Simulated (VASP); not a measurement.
NiO:

```xyz
2
Lattice="0.0000 2.0913 2.0913 2.0913 0.0000 2.0913 2.0913 2.0913 0.0000" Properties=species:S:1:pos:R:3 pbc="T T T"
Ni    0.0000    0.0000    0.0000
O     2.0913    2.0913    2.0913
```

Base run:

```yaml
Program: VASP 6.6.1
Functional: PBE
Potentials_or_basis: VASP PAW PBE potentials, release 64 (Ni_sv_GW, O)
Cutoff: 700 eV
k_mesh: 11 × 11 × 11
Occupations: fermi-dirac, width 0.05 eV
Spin: collinear spin, ferromagnetic start
Starting_moments: "[1.0, 0.0] μB"
Hubbard_terms: Ni d U = 6.0 eV
```

Its results: band gap on the k mesh 2.32 eV (least direct gap 3.31 eV); pressure 9.7 GPa; net moment 2.00 μB per cell; site moments Ni +1.79; O +0.18 μB.

**Question.** The run is repeated on the same cell with these changes: hubbard terms from Ni d U = 6.0 eV to Ni d U = 1.0 eV. What comes out?

**Answer.** Band gap on the k mesh zero (filled and empty bands overlap); pressure 6.5 GPa; net moment 1.98 μB per cell; site moments Ni +1.64; O +0.29 μB.

Caveats: the cell stands under pressure; a cell with one magnetic atom can't hold antiferromagnetic order, which such compounds often take; an odd mesh through Γ misses points on the zone boundary, where band edges can lie (at least some runs).
